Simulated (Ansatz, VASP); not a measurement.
## Sn in VASP and in Ansatz

```
Sn
1.0
    -1.76394    1.82883    2.32861
     1.76394   -1.82883    2.32861
     1.76394    1.82883   -2.32861
Sn
1
Direct
  0.00000 0.00000 0.00000
```

Alike in both runs: task single point; functional PBE; k mesh 16 × 16 × 16; occupations gaussian, width 0.1 eV; no spin polarisation.

```csv
,VASP,Ansatz
version,VASP 6.6.1,Ansatz 0.2.0
potentials or method,"VASP PAW PBE potentials, release 64 (Sn_d), cutoff 520 eV","scalar-relativistic, plane waves, PAW"
valence electrons in the cell,14,14
```

Ansatz gave:

| Property | Result |
| --- | --- |
| gap on the k mesh at the Fermi level (eV) | none |
| pressure (GPa) | -2.9 |
| traceless stress, the component that is largest in VASP (GPa) | -0.47 |

Question: Which values does VASP return?

Answer: gap on the k mesh at the Fermi level (eV): none; pressure (GPa): -2.9; traceless stress, the component that is largest in VASP (GPa): -0.48.

A gap of «none» marks a metal or a gap that the smearing closes.
